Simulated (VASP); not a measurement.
Here is a VASP 6.6.1 calculation.

Contents of INCAR:

```
PREC = Accurate ; ENCUT = 520
EDIFF = 1E-8 ; ISMEAR = -1
SIGMA = 0.05 ; LREAL = False
LASPH = True ; NELM = 60
ALGO = Normal ; ISIF = 2
LWAVE = False ; LCHARG = False
GGA = PE ; LEFG = True
NBANDS = 11
```

Contents of KPOINTS:

```
regular mesh
0
Gamma
  16 16 16
```

File POSCAR:

```
SiC
1.0
    0.0000000000      2.1740000000      2.1740000000
    2.1740000000      0.0000000000      2.1740000000
    2.1740000000      2.1740000000      0.0000000000
Si C
1 1
Direct
    0.0000000000      0.0000000000      0.0260206992
    0.7500000000      0.7500000000      0.7500000000
```

Potentials or basis: VASP PAW PBE potentials, release 64 (Si, C).

Run with:

```console
$ cat potpaw_PBE.64/Si/POTCAR potpaw_PBE.64/C/POTCAR > POTCAR
$ mpirun -np 1 vasp_std > vasp.out
```

Problem. Predict the pressure.

Solution. 5.5 GPa.

Problem. What does it give for the band gap on the k mesh?

Solution. 0.97 eV (least direct gap 4.39 eV).

Electric field gradients, principal values (V/Å²):
```tsv
atom	least	middle	greatest (by size)
1 Si	1.105	20.546	-21.651
2 C	0.171	1.221	-1.391
```

Caveat: the cell differs from its parent crystal (atom 1 (Si) moved by [0.056569, 0.056569, 0.0] A); the cell stands under pressure; without QUAD_EFG the Cq values of the log hold for a quadrupole moment of 1 mb, not for the nuclei; forces of over 1 eV/Å act on the atoms, so gaps and moduli don't describe the material at rest. A k mesh can miss the band edges.
